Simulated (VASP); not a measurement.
Here is a VASP 6.6.1 calculation.

INCAR

```
  PREC = Accurate
  ENCUT = 600
  EDIFF = 1E-6
  ISMEAR = 0
  SIGMA = 0.1
  LREAL = False
  LASPH = True
  NELM = 80
  ALGO = Normal
  ISIF = 3
  LWAVE = False
  LCHARG = False
  GGA = PS
  IBRION = 2
  NSW = 80
  EDIFFG = -0.05
```

The input KPOINTS:

```
regular mesh
0
Gamma
  6 6 6
```

The input POSCAR:

```
Ir
1.0
    0.0000000000      3.3022188526      3.3022188526
    3.3022188526      0.0000000000      3.3022188526
    3.3022188526      3.3022188526      0.0000000000
Ir
2
Direct
    0.0000000000      0.0000000000      0.0000000000
    0.2500000000      0.2500000000      0.2500000000
```

Potentials or basis: VASP PAW PBE potentials, release 64 (Ir).

Run with:

```sh
$ cat potpaw_PBE.64/Ir/POTCAR > POTCAR
$ mpirun -np 1 vasp_std > vasp.out
```

Q: Estimate the relaxed volume.

A: 20.92 Å³/atom.

Q: What does it give for the space group after relaxing (to 0.05 Å)?

A: Fd-3m (No. 227).

Q: Predict the relaxed cell.

A: a = 3.897 Å, b = 3.897 Å, c = 3.897 Å, α = 60.00°, β = 60.00°, γ = 60.00°.

The path:
```
step  energy change (eV)  largest force (eV/Å)  pressure (GPa)  volume (Å³)
   1              0.0000                0.0000          -26.91        72.02
   2              4.9467                0.0000          287.38        25.58
   3             -2.2085                0.0000          -29.39        59.65
   4             -3.6202                0.0000          -25.28        51.57
   5             -3.5702                0.0000           55.34        34.86
   6             -4.4887                0.0000          -10.29        44.30
   7             -4.5731                0.0000            1.90        41.37
   8             -4.5751                0.0000           -0.57        41.88
   9             -4.5751                0.0000           -0.55        41.87
  10             -4.5752                0.0000           -0.50        41.86
  11             -4.5752                0.0000           -0.51        41.86
  12             -4.5752                0.0000           -0.48        41.86
  13             -4.5752                0.0000           -0.48        41.85
  14             -4.5752                0.0000           -0.47        41.85
  15             -4.5752                0.0000           -0.47        41.85
  16             -4.5752                0.0000           -0.43        41.85
  17             -4.5752                0.0000           -0.37        41.83
```

Caveat: the volume moved by over 15 % at a fixed basis, so the end points are rough; the PAW data sets were made with another functional, which shifts forces and pressure a little.
